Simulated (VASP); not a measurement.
Here is a VASP 6.6.1 calculation.

The input INCAR:

```
  PREC = Accurate
  ENCUT = 520
  EDIFF = 1E-8
  ISMEAR = 0
  SIGMA = 0.01
  LREAL = F
  LASPH = T
  NELM = 100
  ALGO = Normal
  ISIF = 2
  LWAVE = F
  LCHARG = F
  NBANDS = 16
  IBRION = 8
  NSW = 1
```

The input KPOINTS:

```
regular mesh
0
Gamma
  8 8 8
```

POSCAR

```
CdS
1.0
    2.7718631311      2.7718631311      0.0000000000
   -2.7718631311      2.7718631311      0.0000000000
    0.0000000000      2.7718631311      2.7718631311
Cd S
1 1
Direct
    0.0000000000      0.0000000000      0.0000000000
    0.7500000000      0.2500000000      0.5000000000
```

Potentials or basis: VASP PAW LDA potentials, release 64 (Cd, S).

Launch:

```console
$ cat potpaw_LDA.64/Cd/POTCAR potpaw_LDA.64/S/POTCAR > POTCAR
$ mpirun -np 1 vasp_std > vasp.out
```

(1) Predict the highest phonon frequency at Γ, LO-TO splitting left out.

Answers

(1) 302 cm⁻¹.

Caveat: the cell wasn't relaxed at this level first, which shifts response properties.
